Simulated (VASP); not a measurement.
Here is a VASP 6.6.1 calculation.

The input INCAR:

```
SYSTEM = WC
ALGO = Normal
EDIFF = 1E-6
ENCUT = 520
GGA = PE
ISIF = 2
ISMEAR = 0
LASPH = .TRUE.
LCHARG = .FALSE.
LREAL = .FALSE.
LWAVE = .FALSE.
NBANDS = 16
NELM = 60
PREC = Accurate
SIGMA = 0.1
```

The input KPOINTS:

```
k-points
0
G
  18 18 14
  0 0 0
```

The input POSCAR:

```
WC
1.0
    2.9065000000      0.0000000000      0.0000000000
   -1.4532500000      2.5171028361      0.0000000000
    0.0000000000      0.0000000000      2.8366000000
W C
1 1
Direct
    0.0000000000      0.0000000000      0.0000000000
    0.6666666667      0.3333333333      0.5000000000
```

Potentials or basis: VASP PAW PBE potentials, release 64 (W_sv, C).

The run is started by

```bash
$ cat potpaw_PBE.64/W_sv/POTCAR potpaw_PBE.64/C/POTCAR > POTCAR
$ mpirun -np 1 vasp_std > vasp.out
```

(1) Estimate the pressure.

(2) Predict the band gap on the k mesh.

## Answers

(1) 6.7 GPa.

(2) zero (bands 9 and 10 overlap by 1.20 eV).

Caveat: the cell stands under pressure; spin-orbit coupling is left out, which moves the levels of the heavy elements.
